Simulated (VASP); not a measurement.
## Mg3TeSe2: single point with PBE

The system is Mg3TeSe2.

```
Mg Te Se
1.0
     6.10385    0.00000    0.00000
    -3.05193    5.28609    0.00000
     0.00000    0.00000    7.87820
Mg Te Se
3 1 2
Direct
  0.50000 0.00000 0.00000
  0.00000 0.50000 0.00000
  0.50000 0.50000 0.00000
  0.00000 0.00000 0.00000
  0.00000 0.00000 0.34427
  0.00000 0.00000 0.65573
```

The cell was built from a structure type or drawn by symmetry, and may not be a known phase.

```yaml
Program: VASP 6.6.1
Task: single point
Functional: PBE
Potentials_or_basis: VASP PAW PBE potentials, release 64 (Mg, Te, Se)
Cutoff: 520 eV
k_mesh: 6 × 6 × 6
Occupations: gaussian, width 0.1 eV
Spin: no spin polarisation
Dipole_correction: no
Further_INCAR_settings: ALGO = Normal; EDIFF = 1e-07; NBANDS = 21
```

- Pressure: 0.0 GPa
- Largest force: 0.008 eV/Å
- Band gap on the k mesh: zero (bands 12 and 13 overlap by 0.97 eV)

Forces on the atoms (eV/Å):
```
Mg   0.000  0.000  0.000
Mg   0.000  0.000  0.000
Mg   0.000  0.000  0.000
Te   0.000  0.000  0.000
Se   0.000  0.000 -0.008
Se   0.000  0.000  0.008
```

Levels at points of the mesh, in eV from the Fermi level:
```csv
k point,band 10,band 11,band 12,band 13,band 14,band 15
"(0.00, 0.00, 0.00)",-1.49,-0.58,-0.58,-0.10,0.58,0.58
"(0.50, 0.00, 0.00)",-1.55,-1.01,-0.66,0.12,2.11,2.57
"(0.00, 0.00, 0.50)",-0.10,0.16,0.16,0.59,0.59,0.78
"(0.50, 0.00, 0.50)",-0.25,0.12,0.31,1.56,1.82,1.95
```

Wall time 85 s on 1 thread of Intel(R) Xeon(R) 6975P-C (Granite Rapids), on a shared host, peak memory 0.47 GiB.

Caveat: spin-orbit coupling is left out, which moves the levels of the heavy elements.
